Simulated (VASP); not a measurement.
Set up this calculation in VASP 6.6.1, as the native input.

- Task: single point
- Functional: PBE
- Potentials or basis: VASP PAW PBE potentials, release 64 (Au)
- Cutoff: 500 eV
- k mesh: 11 × 11 × 11
- Occupations: gaussian, width 0.019 eV
- Spin: no spin polarisation
- Dipole correction: no
- Further INCAR settings: ALGO = Normal; EDIFF = 1e-06; NBANDS = 12

The structure of Au lies in POSCAR:

```
Au
1.0
    0.0000000000      2.0350000000      2.0350000000
    2.0350000000      0.0000000000      2.0350000000
    2.0350000000      2.0350000000      0.0000000000
Au
1
Direct
    0.0000000000      0.0000000000      0.0000000000
```

These files were run (other wordings do the same):

INCAR

```
PREC     = Accurate       # precision mode
ENCUT    = 500            # plane-wave cutoff, eV
EDIFF    = 1E-6           # SCF threshold, eV
ISMEAR   = 0              # smearing method
SIGMA    = 0.019000000000000003 # smearing width, eV
LREAL    = False          # projectors in reciprocal space
LASPH    = True           # aspherical terms in the spheres
NELM     = 120            # most SCF steps
ALGO     = Normal         # electronic algorithm
ISIF     = 2              # what is computed and relaxed
LWAVE    = False          # write WAVECAR
LCHARG   = False          # write CHGCAR
GGA      = PE             # functional
NBANDS   = 12             # bands
GGA_COMPAT= False
```

KPOINTS

```
Automatic mesh
0
Gamma
  11 11 11
```

Potentials or basis: VASP PAW PBE potentials, release 64 (Au).

The run is started by

```sh
$ cat potpaw_PBE.64/Au/POTCAR > POTCAR
$ mpirun -np 1 vasp_std > vasp.out
```

Results of the run:

```json
{"Pressure": "10.5 GPa", "Band gap on the k mesh": "zero (an odd number of electrons rules out a gap without spin polarisation)"}
```

Caveat: the cell stands under pressure; spin-orbit coupling is left out, which moves the levels of the heavy elements.

Wall time 3.8 s on 1 thread of Intel(R) Xeon(R) 6975P-C (Granite Rapids) (shared host), peak memory 0.14 GiB.
